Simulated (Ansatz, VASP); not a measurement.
## Two plane-wave programs on Cu

```
Cu
1.0
    -1.41782    1.41782    1.33208
     1.41782   -1.41782    1.33208
     1.41782    1.41782   -1.33208
Cu
1
Cartesian
  0.0000 0.0000 0.0000
```

Alike in both runs: task single point; functional LDA; k mesh 24 × 24 × 24; occupations gaussian, width 0.15 eV; no spin polarisation.

|  | VASP | Ansatz |
| --- | --- | --- |
| version | VASP 6.6.1 | Ansatz 0.2.0 |
| potentials or method | VASP PAW LDA potentials, release 64 (Cu), cutoff 520 eV | scalar-relativistic, plane waves, PAW |
| valence electrons in the cell | 11 | 19 |

|  | VASP | Ansatz | Ansatz less VASP |
| --- | --- | --- | --- |
| gap on the k mesh at the Fermi level (eV) | none | none | - |
| pressure (GPa) | 4.9 | 3.9 | -0.94 |
| traceless stress, the component that is largest in VASP (GPa) | 0.16 | 0.13 | -0.031 |

Ansatz warns that its potentials were made for another functional, while VASP's fit it. LDA's correlation is that of Perdew and Zunger in VASP and of Perdew and Wang (1992) in Ansatz. A gap of «none» marks a metal or a gap that the smearing closes. VASP's potentials hold 11 valence electrons a cell and Ansatz's 19, so a difference there can come from the potentials and not from the codes.
